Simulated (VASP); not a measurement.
Input of a VASP 6.6.1 run:

Contents of POSCAR:

```
WS2
1.0
    3.1699463526      0.0000000000      0.0000000000
   -1.5849731763      2.7452540700      0.0000000000
    0.0000000000      0.0000000000     12.4910704373
W S
2 4
Direct
    0.3333333333      0.6666666667      0.2500000000
    0.6666666667      0.3333333333      0.7500000000
    0.6666666667      0.3333333333      0.3751079149
    0.6666666667      0.3333333333      0.1248920851
    0.3333333333      0.6666666667      0.8751079149
    0.3333333333      0.6666666667      0.6248920851
```

The input INCAR.step1:

```
SYSTEM = WS2
PREC = Accurate
ENCUT = 520
ISMEAR = 0
SIGMA = 0.01
LREAL = .FALSE.
LASPH = .TRUE.
NELM = 60
NBANDS = 35
GGA = PE
ALGO = Normal
EDIFF = 1E-4
LWAVE = .TRUE.
LCHARG = .FALSE.
```

The input INCAR.step2:

```
SYSTEM = WS2
PREC = Accurate
ENCUT = 520
EDIFF = 1E-6
ISMEAR = 0
SIGMA = 0.01
LREAL = .FALSE.
LASPH = .TRUE.
NELM = 60
ALGO = Normal
ISIF = 2
LWAVE = .FALSE.
LCHARG = .FALSE.
METAGGA = R2SCAN
LMIXTAU = .TRUE.
NBANDS = 35
ISTART = 1
```

File KPOINTS:

```
regular mesh
0
G
  12 12 2
  0 0 0
```

Potentials or basis: VASP PAW PBE potentials, release 64 (W_sv, S).

The run is started by

```console
$ cat potpaw_PBE.64/W_sv/POTCAR potpaw_PBE.64/S/POTCAR > POTCAR
$ cp INCAR.step1 INCAR
$ mpirun -np 1 vasp_std > vasp.out
$ cp INCAR.step2 INCAR
$ mpirun -np 1 vasp_std > vasp.out
```

Q: Estimate the pressure.

A: 1.4 GPa.

Q: Estimate the largest force.

A: 0.030 eV/Å.

Q: Predict the band gap on the k mesh.

A: 1.17 eV (least direct gap 1.90 eV).

Stress tensor (GPa, compression positive):
```
1.53 0.00 0.00
0.00 1.53 0.00
0.00 0.00 1.26
```

Caveat: the PAW data sets were made with another functional, which shifts forces and pressure a little; spin-orbit coupling is left out, which moves the levels of the heavy elements. A k mesh can miss the band edges.
